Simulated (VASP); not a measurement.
A run of VASP 6.6.1:

The input INCAR:

```
PREC = Accurate
ENCUT = 520
EDIFF = 1E-6
ISMEAR = 0
SIGMA = 0.1
LREAL = F
LASPH = T
NELM = 120
ALGO = Normal
ISIF = 2
LWAVE = F
LCHARG = T
LDIPOL = T
IDIPOL = 3
DIPOL = 0.5 0.5 0.499
GGA = PE
IVDW = 12
LELF = T
LVHAR = T
LVACPOTAV = T
NBANDS = 114
GGA_COMPAT = F
NELMDL = -8
```

The input KPOINTS:

```
regular mesh
0
Gamma
  6 6 1
```

Contents of POSCAR:

```
TaN
1.0
    6.2014901195      0.0000000000      0.0000000000
   -3.1007450597      5.3706479848      0.0000000000
    0.0000000000      0.0000000000     23.3293693490
Ta N
12 12
Direct
    0.1666666667      0.3333333333      0.3643476115
    0.1666666667      0.8333333333      0.3643476115
    0.6666666667      0.3333333333      0.3643476115
    0.6666666667      0.8333333333      0.3643476115
    0.5000000000      0.5000000000      0.4728695223
    0.5000000000      0.0000000000      0.4728695223
    0.0000000000      0.5000000000      0.4728695223
    0.0000000000      0.0000000000      0.4728695223
    0.8333333333      0.6666666667      0.5869091842
    0.8333333333      0.1666666667      0.5869091842
    0.3333333333      0.6666666667      0.5869091842
    0.3333333333      0.1666666667      0.5869091842
    0.3333333333      0.1666666667      0.4186085669
    0.3333333333      0.6666666667      0.4186085669
    0.8333333333      0.1666666667      0.4186085669
    0.8333333333      0.6666666667      0.4186085669
    0.6666666667      0.3333333333      0.5273149056
    0.6666666667      0.8333333333      0.5273149056
    0.1666666667      0.3333333333      0.5273149056
    0.1666666667      0.8333333333      0.5273149056
    0.0000000000      0.5000000000      0.6263152666
    0.0000000000      0.0000000000      0.6263152666
    0.5000000000      0.5000000000      0.6263152666
    0.5000000000      0.0000000000      0.6263152666
```

Potentials or basis: VASP PAW PBE potentials, release 64 (Ta_pv, N).

Command:

```console
$ cat potpaw_PBE.64/Ta_pv/POTCAR potpaw_PBE.64/N/POTCAR > POTCAR
$ mpirun -np 1 vasp_std > vasp.out
```

Hardware: 1 thread of Intel Xeon 8259CL, on a shared host.

Problem. Estimate the wall time of this run.

Solution. It took 76 min on 1 thread of Intel Xeon 8259CL, on a shared host, peak memory 1.1 GiB. Counts: scf iterations 36, k points 7.
